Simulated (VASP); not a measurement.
**Zn3BH3: relaxation of cell and atoms with PBE**

Crystal: Zn3BH3.

```
Zn B H
1.0
     3.91265    0.00000    0.00000
    -1.95633    3.38846    0.00000
     0.00000    0.00000    6.76619
Zn B H
3 1 3
Direct
  0.33333 0.66667 0.22490
  0.33333 0.66667 0.77510
  0.33333 0.66667 0.50000
  0.33333 0.66667 0.00000
  0.66667 0.33333 0.73510
  0.66667 0.33333 0.26490
  0.00000 0.00000 0.50000
```

The cell was generated, and may not be a known phase.

```json
{
 "Program": "VASP 6.6.1",
 "Task": "relaxation of cell and atoms",
 "Functional": "PBE",
 "Potentials or basis": "VASP PAW PBE potentials, release 64 (Zn, B, H)",
 "Cutoff": "500 eV",
 "k mesh": "6 × 6 × 4",
 "Occupations": "gaussian, width 0.1 eV",
 "Spin": "no spin polarisation",
 "Dipole correction": "no",
 "Further INCAR settings": "ALGO = Normal; EDIFF = 1e-07; IBRION = 2; EDIFFG = -0.04; NSW = 90; ISIF = 3"
}
```

```yaml
Relaxed_volume: 10.99 Å³/atom
Relaxed_cell: a = 3.010 Å, b = 3.010 Å, c = 9.801 Å, α = 90.00°, β = 90.00°, γ = 120.00°
Space_group_after_relaxing_to_0.1_Å: P-6m2 (No. 187)
Energy_gained_by_relaxing: 1799.5 meV/atom
Ionic_steps: 20
Pressure_after_relaxing: -0.1 GPa
Largest_force_after_relaxing: 0.014 eV/Å
Band_gap_on_the_k_mesh: zero (bands 21 and 22 overlap by 4.65 eV)
```

Forces in eV/Å, atoms in the order of the input:
```
Zn   0.000  0.000 -0.014
Zn   0.000  0.000  0.014
Zn   0.000  0.000  0.000
B    0.000  0.000  0.000
H    0.000  0.000  0.005
H    0.000  0.000 -0.005
H    0.000  0.000  0.000
```

Stress tensor (GPa, compression positive):
```
 0.14  0.00  0.00
 0.00  0.14  0.00
 0.00  0.00 -0.56
```

Step by step:
```csv
step,energy change (eV),largest force (eV/Å),pressure (GPa),volume (Å³)
1,0.0000,5.0634,44.29,89.71
2,-8.4737,0.9615,-11.53,131.37
3,-9.4867,2.7901,-4.15,112.17
4,-9.5047,2.4440,-6.38,116.23
5,-9.5175,2.5411,-5.85,115.11
6,-10.5593,1.6199,-7.52,107.32
7,-11.8917,0.7069,-6.89,93.81
8,-11.4525,2.2011,17.98,68.03
9,-12.4119,0.2996,-3.17,84.85
10,-12.4754,0.4304,-0.21,80.78
11,-12.4743,0.3654,-0.75,81.44
12,-12.5097,0.3510,-0.88,80.16
13,-12.5106,0.3512,-0.88,79.94
14,-12.5418,0.3191,0.37,78.10
15,-12.5558,0.2677,2.51,75.34
16,-12.5751,0.1814,2.02,75.41
17,-12.5925,0.0124,0.93,75.55
18,-12.5957,0.0082,0.41,76.21
19,-12.5966,0.0186,-0.29,77.16
20,-12.5968,0.0136,-0.09,76.90
```

Final structure:
```xyz
7
Lattice="3.0098 0.0000 0.0000 -1.5049 2.6066 0.0000 0.0000 0.0000 9.8014" Properties=species:S:1:pos:R:3 pbc="T T T"
Zn    0.0000    1.7377    2.0226
Zn    0.0000    1.7377    7.7787
Zn    0.0000    1.7377    4.9007
B     0.0000    1.7377    0.0000
H     1.5049    0.8689    6.9800
H     1.5049    0.8689    2.8214
H     0.0000    0.0000    4.9007
```

Levels at points of the mesh, in eV from the Fermi level:
| k point | band 19 | band 20 | band 21 | band 22 | band 23 | band 24 |
| --- | --- | --- | --- | --- | --- | --- |
| (0.00, 0.00, 0.00) | -4.64 | -3.46 | 3.19 | 4.28 | 5.20 | 5.20 |
| (0.50, 0.00, 0.00) | -4.17 | -2.29 | -2.08 | -0.20 | 0.47 | 1.81 |
| (0.00, 0.00, 0.50) | -6.30 | -2.12 | 1.42 | 5.20 | 5.20 | 6.68 |
| (0.50, 0.00, 0.50) | -4.24 | -1.90 | -1.56 | -1.26 | 0.07 | 2.83 |

Wall time 27 min on 1 thread of Intel Xeon 8259CL, on a shared host, peak memory 0.23 GiB.

Caveat: a cell axis changed by over 15 % at a fixed basis, so the end point is rough.
